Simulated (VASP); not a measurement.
Here is a VASP 6.6.1 calculation.

The input POSCAR:

```
Na
1.0
    3.6345704554      0.0000000000      0.0000000000
   -1.8172852277      3.1476303462      0.0000000000
    0.0000000000      0.0000000000      3.3880628201
Na
1
Direct
    0.0000000000      0.0000000000      0.0000000000
```

File INCAR.step1:

```
  ALGO = Normal
  EDIFF = 1E-4
  ENCUT = 520
  GGA = PE
  ISMEAR = 0
  LASPH = True
  LCHARG = False
  LREAL = False
  LWAVE = True
  NBANDS = 10
  NELM = 80
  PREC = Accurate
  SIGMA = 0.1
```

The input INCAR.step2:

```
  ALGO = Normal
  EDIFF = 1E-6
  ENCUT = 520
  ISIF = 2
  ISMEAR = 0
  ISTART = 1
  LASPH = True
  LCHARG = False
  LMIXTAU = True
  LREAL = False
  LWAVE = False
  METAGGA = R2SCAN
  NBANDS = 10
  NELM = 80
  PREC = Accurate
  SIGMA = 0.1
```

KPOINTS

```
k-points
0
Gamma
  18 18 16
```

Potentials or basis: VASP PAW PBE potentials, release 64 (Na_pv).

The run is started by

```console
$ cat potpaw_PBE.64/Na_pv/POTCAR > POTCAR
$ cp INCAR.step1 INCAR
$ mpirun -np 1 vasp_std > vasp.out
$ cp INCAR.step2 INCAR
$ mpirun -np 1 vasp_std > vasp.out
```

(1) What does it give for the pressure?

(2) What does it give for the band gap on the k mesh?

Results:

(1) 0.1 GPa.

(2) zero (an odd number of electrons rules out a gap without spin polarisation).

Caveat: the PAW data sets were made with another functional, which shifts forces and pressure a little.
